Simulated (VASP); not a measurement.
# C (P6_3/mmc) in VASP: further runs

Runs on C. Level: PBE. Tasks: single point, relaxation of cell and atoms.

Everything below comes from runs of VASP 6.6.1. Logs are shortened: lines on timing, memory, paths and dates and some standing lists are left out, and cuts for length are marked.

## (1) The cell of the first run

It takes space group P6_3/mmc (No. 194, hexagonal). Conventional cell: a = 2.484 Å, b = 2.484 Å, c = 19.270 Å, α = 90.00°, β = 90.00°, γ = 120.00°. C (site symmetry 3m) has 3 C at 1.68 Å within 2.2 Å. Within 1.9 Å of C (site symmetry -6m2) lie 3 C at 1.43 Å. C (site symmetry -6m2) has 3 C at 1.43 Å within 1.9 Å. C (site symmetry -3m) has 6 C at 1.68 Å within 2.2 Å.

## (2) Single point, PBE

INCAR reads:

```
SYSTEM = C
  PREC = Accurate
  ENCUT = 520
  EDIFF = 1E-7
  ISMEAR = 0
  SIGMA = 0.1
  LREAL = .FALSE.
  LASPH = .TRUE.
  NELM = 60
  ALGO = Normal
  ISIF = 2
  LWAVE = .FALSE.
  LCHARG = .FALSE.
  GGA = PE
  NBANDS = 31
```

KPOINTS reads:

```
Automatic mesh
0
G
  18 18 2
  0 0 0
```

POSCAR reads:

```
C
1.0
    2.4835219477      0.0000000000      0.0000000000
   -1.2417609738      2.1507930975      0.0000000000
    0.0000000000      0.0000000000     19.2700093933
C
10
Direct
    0.3333333333      0.6666666667      0.5450532890
    0.6666666667      0.3333333333      0.0450532890
    0.0000000000      0.0000000000      0.7500000000
    0.3333333333      0.6666666667      0.9549467110
    0.0000000000      0.0000000000      0.2500000000
    0.6666666667      0.3333333333      0.4549467110
    0.3333333333      0.6666666667      0.7500000000
    0.0000000000      0.0000000000      0.5000000000
    0.6666666667      0.3333333333      0.2500000000
    0.0000000000      0.0000000000      0.0000000000
```

Potentials or basis: VASP PAW PBE potentials, release 64 (C).

Run with:

```sh
$ cat potpaw_PBE.64/C/POTCAR > POTCAR
$ mpirun -np 1 vasp_std > vasp.out
```

OUTCAR:

```text
SYSTEM = C
   PREC = Accurate
   ENCUT = 520
   EDIFF = 1E-7
   ISMEAR = 0
   LREAL = .FALSE.
   LASPH = .TRUE.
   NELM = 60
   ISIF = 2
   GGA = PE

 ion  position               nearest neighbor table
   1  0.333  0.667  0.545-   8 1.68   8 1.68   8 1.68
   2  0.667  0.333  0.045-  10 1.68  10 1.68  10 1.68
   3  0.000  0.000  0.750-   7 1.43   7 1.43   7 1.43
   4  0.333  0.667  0.955-  10 1.68  10 1.68  10 1.68
   5  0.000  0.000  0.250-   9 1.43   9 1.43   9 1.43
   6  0.667  0.333  0.455-   8 1.68   8 1.68   8 1.68
   7  0.333  0.667  0.750-   3 1.43   3 1.43   3 1.43
   8  0.000  0.000  0.500-   1 1.68   6 1.68   1 1.68   6 1.68   6 1.68   1 1.68
   9  0.667  0.333  0.250-   5 1.43   5 1.43   5 1.43
  10  0.000  0.000  0.000-   2 1.68   4 1.68   4 1.68   2 1.68   2 1.68   4 1.68

  LATTYP: Found a hexagonal cell.
 ALAT       =     2.4835219477
 C/A-ratio  =     7.7591460028

  Lattice vectors:

 A1 = (   2.4835219477,   0.0000000000,   0.0000000000)
 A2 = (  -1.2417609738,   2.1507930975,   0.0000000000)
 A3 = (   0.0000000000,   0.0000000000,  19.2700093933)

Analysis of symmetry for initial positions (statically):
=====================================================================
 Subroutine PRICEL returns:
 Original cell was already a primitive cell.

 Routine SETGRP: Setting up the symmetry group for a
 hexagonal supercell.

 Subroutine GETGRP returns: Found 24 space group operations
 (whereof 12 operations were pure point group operations)
 out of a pool of 24 trial point group operations.

The static configuration has the point symmetry D_3d.
 The point group associated with its full space group is D_6h.

Analysis of symmetry for dynamics (positions and initial velocities):
=====================================================================
 Subroutine PRICEL returns:
 Original cell was already a primitive cell.

 Routine SETGRP: Setting up the symmetry group for a
 hexagonal supercell.

 Subroutine GETGRP returns: Found 24 space group operations
 (whereof 12 operations were pure point group operations)
 out of a pool of 24 trial point group operations.

The dynamic configuration has the point symmetry D_3d.
 The point group associated with its full space group is D_6h.

 Subroutine INISYM returns: Found 24 space group operations
 (whereof 12 operations are pure point group operations),
 and found     1 'primitive' translations

----------------------------------------------------------------------------------------

                                     Primitive cell

  volume of cell :     102.9316

  direct lattice vectors                    reciprocal lattice vectors
     2.483521948  0.000000000  0.000000000     0.402653981  0.232472385  0.000000000
    -1.241760974  2.150793097  0.000000000     0.000000000  0.464944769  0.000000000
     0.000000000  0.000000000 19.270009393     0.000000000  0.000000000  0.051894111

  length of vectors
     2.483521948  2.483521948 19.270009393     0.464944769  0.464944769  0.051894111

  position of ions in fractional coordinates (direct lattice)
     0.333333333  0.666666667  0.545053289
     0.666666667  0.333333333  0.045053289
     0.000000000  0.000000000  0.750000000
     0.333333333  0.666666667  0.954946711
     0.000000000  0.000000000  0.250000000
     0.666666667  0.333333333  0.454946711
     0.333333333  0.666666667  0.750000000
     0.000000000  0.000000000  0.500000000
     0.666666667  0.333333333  0.250000000
     0.000000000  0.000000000  0.000000000

  ion indices of the primitive-cell ions
   primitive index   ion index
                 1           1
                 2           2
                 3           3
                 4           4
                 5           5
                 6           6
                 7           7
                 8           8
                 9           9
                10          10

----------------------------------------------------------------------------------------

 KPOINTS: Automatic mesh

Automatic generation of k-mesh.
 Grid dimensions read from file:
 generate k-points for:   18   18    2

 Generating k-lattice:

  Cartesian coordinates                     Fractional coordinates (reciprocal lattice)
     0.022369666  0.012915132  0.000000000     0.055555556 -0.000000000  0.000000000
     0.000000000  0.025830265  0.000000000     0.000000000  0.055555556  0.000000000
     0.000000000  0.000000000  0.025947055     0.000000000  0.000000000  0.500000000

  Length of vectors
     0.025830265  0.025830265  0.025947055

  Shift w.r.t. Gamma in fractional coordinates (k-lattice)
     0.000000000  0.000000000  0.000000000

 Subroutine IBZKPT returns following result:
 ===========================================

 Found     74 irreducible k-points:

 Following reciprocal coordinates:
            Coordinates               Weight
  0.000000  0.000000  0.000000      1.000000
  0.055556  0.000000  0.000000      6.000000
  0.111111  0.000000  0.000000      6.000000
  0.166667 -0.000000  0.000000      6.000000
  0.222222  0.000000  0.000000      6.000000
  0.277778  0.000000  0.000000      6.000000
[... 16 lines left out ...]
  0.333333  0.111111  0.000000     12.000000
  0.388889  0.111111  0.000000     12.000000
 [... further k-points ...]
   k-points           NKPTS =     74   k-points in BZ     NKDIM =     74   number of bands    NBANDS=     31
   number of dos      NEDOS =    301   number of ions     NIONS =     10
   total plane-waves  NPLWV =  46656
   dimension x,y,z NGX =    18 NGY =   18 NGZ =  144
   dimension x,y,z NGXF=    36 NGYF=   36 NGZF=  288
   ions per type =              10
   NGX,Y,Z   is equivalent  to a cutoff of  12.05, 12.05, 12.42 a.u.
   NGXF,Y,Z  is equivalent  to a cutoff of  24.10, 24.10, 24.85 a.u.
 SYSTEM =  C
   PREC   = accura    normal or accurate (medium, high low for compatibility)
   ISTART =      0    job   : 0-new  1-cont  2-samecut
   ICHARG =      2    charge: 1-file 2-atom 10-const
   ISPIN  =      1    spin polarized calculation?
   LNONCOLLINEAR =      F non collinear calculations
   LSORBIT =      F    spin-orbit coupling
   LASPH  =      T    aspherical Exc in radial PAW
   ENCUT  =  520.0 eV  38.22 Ry    6.18 a.u.   4.62  4.62 35.83*2*pi/ulx,y,z
   NELM   =     60;   NELMIN=  2; NELMDL= -5     # of ELM steps
   EDIFF  = 0.1E-06   stopping-criterion for ELM
   LREAL  =      F    real-space projection
   EDIFFG = 0.1E-05   stopping-criterion for IOM
   NSW    =      0    number of steps for IOM
   IBRION =     -1    ionic relax: 0-MD 1-quasi-New 2-CG
   NFREE  =      0    steps in history (QN), initial steepest desc. (CG)
   ISIF   =      2    stress and relaxation
   ISYM   =      2    0-nonsym 1-usesym 2-fastsym
   POTIM  = 0.5000    time-step for ionic-motion
   TEBEG  =    0.0;   TEEND  =   0.0 temperature during run
   PSTRESS=    0.0 pullay stress
   NELECT =      40.0000    total number of electrons
   NUPDOWN=      -1.0000    fix difference up-down
   EMIN   =  10.00;   EMAX   =-10.00  energy-range for DOS
   EFERMI =   0.00;   METHOD = LEGACY
   ISMEAR =     0;   SIGMA  =   0.10  broadening in eV -4-tet -1-fermi 0-gaus
   EFERMI_NEDOS =   21; number of points for ismear=-14 and -15
   IALGO  =     38    algorithm
   IMIX   =      4    mixing-type and parameters
     AMIX     =   0.40;   BMIX     =  1.00
     AMIX_MAG =   1.60;   BMIX_MAG =  1.00
  volume/ion in A,a.u.               =      10.29        69.46
  Fermi-wavevector in a.u.,A,eV,Ry     =   1.194663  2.257585 19.418493  1.427219
  Thomas-Fermi vector in A             =   2.330647
   LORBIT       =      0    0 simple, 1 ext, 2 COOP (PROOUT), +10 PAW based schemes
   GGA     = PE    functional components
   LHFCALC =     F    Hartree Fock is set to
   AEXX    =    0.0000 exact exchange contribution
   IVDW    =     0    specifies the selected vdW correction
   LEPSILON=     F    determine dielectric tensor
   LRPA    =     F    only Hartree local field effects (RPA)
 non-spin polarized calculation
 Gauss-broadening in eV      SIGMA  =   0.10
  energy-cutoff  :      520.00
  volume of cell :      102.93
 maximum number of plane-waves:      2814
   NGX =  9   NGY =  9   NGZ = 71

 number of electron      39.9999991 magnetization

 Free energy of the ion-electron system (eV)
  ---------------------------------------------------
  ext. energy  EPLUGINS =         0.00000000
  ---------------------------------------------------
  free energy    TOTEN  =       -74.26934601 eV

  energy without entropy =      -74.25625953  energy(sigma->0) =      -74.26280277

 E-fermi :   3.0929     XC(G=0):  -9.4865

 val. band max:        3.0905263601   @ k =   0.1111   0.0556   0.5000
 cond. band min:       3.1188047297   @ k =   0.1667  -0.0000   0.5000
 fundamental gap:      0.0282783696
 Fermi energy:         3.0928687359

 k-point     1 :       0.0000    0.0000    0.0000
  band No.  band energies     occupation
      1     -18.6630      2.00000
      2     -18.6629      2.00000
      3     -15.4608      2.00000
      4     -15.4607      2.00000
      5     -10.2954      2.00000
      6     -10.2944      2.00000
[... 23 lines left out ...]
     30      10.9801      0.00000
     31      10.9819      0.00000

 k-point     2 :       0.0556    0.0000    0.0000
  band No.  band energies     occupation
      1     -18.5828      2.00000
      2     -18.5827      2.00000
      3     -15.3888      2.00000
      4     -15.3888      2.00000
      5     -10.2198      2.00000
      6     -10.2189      2.00000
[... 23 lines left out ...]
     30      11.0333      0.00000
     31      11.1123      0.00000

 k-point     3 :       0.1111    0.0000    0.0000
  band No.  band energies     occupation
      1     -18.3422      2.00000
      2     -18.3422      2.00000
      3     -15.1732      2.00000
      4     -15.1732      2.00000
      5      -9.9940      2.00000
      6      -9.9931      2.00000
[... 703 lines left out ...]
     30      12.0646      0.00000
     31      12.4084      0.00000

 k-point    24 :       0.3889    0.1111    0.0000
  band No.  band energies     occupation
      1     -13.3643      2.00000
      2     -13.3643      2.00000
      3     -10.8489      2.00000
      4     -10.8488      2.00000
      5     -10.6206      2.00000
      6     -10.6206      2.00000
[... 23 lines left out ...]
     30      12.2524      0.00000
     31      12.3144      0.00000

 [... further k-points ...]
[... 5 lines left out ...]
  --------------------------------------------------------------------------------------
  -------------------------------------------------------------------------------------
  Total        0.2434211      0.2434211      0.0473931      0.0000000     -0.0000000      0.0000000
  in kB        3.7889618      3.7889618      0.7376949      0.0000000     -0.0000000      0.0000000
  external PRESSURE =       2.7718729 kB  Pullay stress =       0.0000000 kB

 VOLUME and BASIS-vectors are now :
 -----------------------------------------------------------------------------
  energy-cutoff  :      520.00
  volume of cell :      102.93
      direct lattice vectors                 reciprocal lattice vectors
     2.483521948  0.000000000  0.000000000     0.402653981  0.232472385  0.000000000
    -1.241760974  2.150793097  0.000000000     0.000000000  0.464944769  0.000000000
     0.000000000  0.000000000 19.270009393     0.000000000  0.000000000  0.051894111

 POSITION                                       TOTAL-FORCE (eV/Angst)
 -----------------------------------------------------------------------------------
     -0.00000      1.43386     10.50318         0.000000     -0.000000      0.022032
      1.24176      0.71693      0.86818         0.000000     -0.000000      0.022032
      0.00000      0.00000     14.45251         0.000000     -0.000000      0.000000
     -0.00000      1.43386     18.40183        -0.000000     -0.000000     -0.022032
      0.00000      0.00000      4.81750        -0.000000      0.000000     -0.000000
      1.24176      0.71693      8.76683        -0.000000      0.000000     -0.022032
     -0.00000      1.43386     14.45251         0.000000      0.000000     -0.000000
      0.00000      0.00000      9.63500        -0.000000      0.000000      0.000000
      1.24176      0.71693      4.81750         0.000000     -0.000000     -0.000000
      0.00000      0.00000      0.00000        -0.000000      0.000000      0.000000
 -----------------------------------------------------------------------------------
    total drift:                                0.000000      0.000000      0.000000

  FREE ENERGIE OF THE ION-ELECTRON SYSTEM (eV)
  ---------------------------------------------------
  free  energy   TOTEN  =       -74.2693460094 eV

  energy  without entropy=      -74.2562595336  energy(sigma->0) =      -74.26280277
```

Wall time 2.7 min (1 thread of AMD EPYC 9R45 (Zen 5), shared host); peak memory 0.26 GiB.

Results:

| Quantity | Value |
| --- | --- |
| Free energy | -74.2693 eV |
| Pressure | 0.3 GPa |
| Largest force | 0.022 eV/Å |
| Band gap on the k mesh | zero (band 20 reaches 3.87 eV, above the bottom of band 21 at 2.84 eV) |

Forces on the atoms (eV/Å):
```
C    0.000  0.000  0.022
C    0.000  0.000  0.022
C    0.000  0.000  0.000
C    0.000  0.000 -0.022
C    0.000  0.000  0.000
C    0.000  0.000 -0.022
C    0.000  0.000  0.000
C    0.000  0.000  0.000
C    0.000  0.000  0.000
C    0.000  0.000  0.000
```

Levels at points of the mesh, in eV from the Fermi level:
```csv
k point,band 17,band 18,band 19,band 20,band 21,band 22,band 23,band 24
"(0.00, 0.00, 0.00)",-1.69,-1.69,-0.36,-0.23,1.61,1.61,1.61,1.61
"(0.50, 0.00, 0.00)",-1.53,-1.50,-1.07,-1.03,0.82,0.83,2.08,2.08
"(0.00, 0.00, 0.50)",-1.69,-1.69,-0.29,-0.29,1.61,1.61,1.61,1.61
"(0.50, 0.00, 0.50)",-1.52,-1.52,-1.05,-1.05,0.82,0.82,2.08,2.08
```

Caveat: this functional lacks dispersion, which binds the layers, so the pressure and a relaxed spacing across them are unreliable.

## (3) Relaxation of cell and atoms, PBE

This run uses another cell than the first one, of 9.91 Å³/atom, 0.963 times its volume.

INCAR reads:

```
SYSTEM = C
PREC = Accurate
ENCUT = 600
EDIFF = 1E-6
ISMEAR = 0
SIGMA = 0.1
LREAL = .False.
LASPH = .True.
NELM = 60
ALGO = Normal
ISIF = 3
LWAVE = .False.
LCHARG = .False.
GGA = PE
IBRION = 2
NSW = 100
EDIFFG = -0.01
```

KPOINTS reads:

```
Automatic mesh
0
Gamma
  18 18 2
  0 0 0
```

POSCAR reads:

```
C
1.0
    2.5165596678      0.0000000000      0.0000000000
   -1.2582798339      2.1794046025      0.0000000000
    0.0000000000      0.0000000000     18.0655892131
C
10
Direct
    0.3333333333      0.6666666667      0.5450288790
    0.6666666667      0.3333333333      0.0450288790
    0.0000000000      0.0000000000      0.7500000000
    0.3333333333      0.6666666667      0.9549711210
    0.0000000000      0.0000000000      0.2500000000
    0.6666666667      0.3333333333      0.4549711210
    0.3333333333      0.6666666667      0.7500000000
    0.0000000000      0.0000000000      0.5000000000
    0.6666666667      0.3333333333      0.2500000000
    0.0000000000      0.0000000000      0.0000000000
```

Potentials or basis: VASP PAW PBE potentials, release 64 (C).

Run with:

```sh
$ cat potpaw_PBE.64/C/POTCAR > POTCAR
$ mpirun -np 1 vasp_std > vasp.out
```

It took 5.6 min on 1 thread of AMD EPYC 9R45 (Zen 5), shared host; peak memory 0.29 GiB.

The run converged. Its results:

```
Free energy                            : -74.2830 eV
Relaxed volume                         : 9.79 Å³/atom
Relaxed cell                           : a = 2.484 Å, b = 2.484 Å, c = 18.316 Å, α = 90.00°, β = 90.00°, γ = 120.00°
Space group after relaxing (to 0.05 Å) : P6_3/mmc (No. 194)
Energy gained by relaxing              : 13.2 meV/atom
Ionic steps                            : 5
Pressure after relaxing                : 0.0 GPa
Band gap on the k mesh                 : zero (band 20 reaches 4.27 eV, above the bottom of band 21 at 3.28 eV)
```

Step by step:
```csv
step,energy change (eV),largest force (eV/Å),pressure (GPa),volume (Å³)
1,0.0000,0.8978,-1.22,99.08
2,-0.1321,0.0263,-0.32,97.98
3,-0.1321,0.0273,-0.32,97.98
4,-0.1319,0.0365,0.43,97.71
5,-0.1322,0.0001,0.00,97.86
```

Final structure:
```xyz
10
Lattice="2.4839 0.0000 0.0000 -1.2420 2.1511 0.0000 0.0000 0.0000 18.3157" Properties=species:S:1:pos:R:3 pbc="T T T"
C     0.0000    1.4341   10.0260
C     1.2420    0.7170    0.8682
C     0.0000    0.0000   13.7368
C     0.0000    1.4341   17.4475
C     0.0000    0.0000    4.5789
C     1.2420    0.7170    8.2897
C     0.0000    1.4341   13.7368
C     0.0000    0.0000    9.1578
C     1.2420    0.7170    4.5789
C     0.0000    0.0000    0.0000
```

Levels at points of the mesh, in eV from the Fermi level:
```csv
k point,band 17,band 18,band 19,band 20,band 21,band 22,band 23,band 24
"(0.00, 0.00, 0.00)",-1.70,-1.70,-0.38,-0.19,1.60,1.60,1.60,1.60
"(0.50, 0.00, 0.00)",-1.58,-1.51,-1.09,-1.00,0.80,0.84,2.07,2.07
"(0.00, 0.00, 0.50)",-1.70,-1.70,-0.28,-0.28,1.60,1.60,1.60,1.60
"(0.50, 0.00, 0.50)",-1.55,-1.55,-1.04,-1.04,0.82,0.82,2.07,2.07
```

Caveat: this functional lacks dispersion, which binds the layers, so the pressure and a relaxed spacing across them are unreliable.
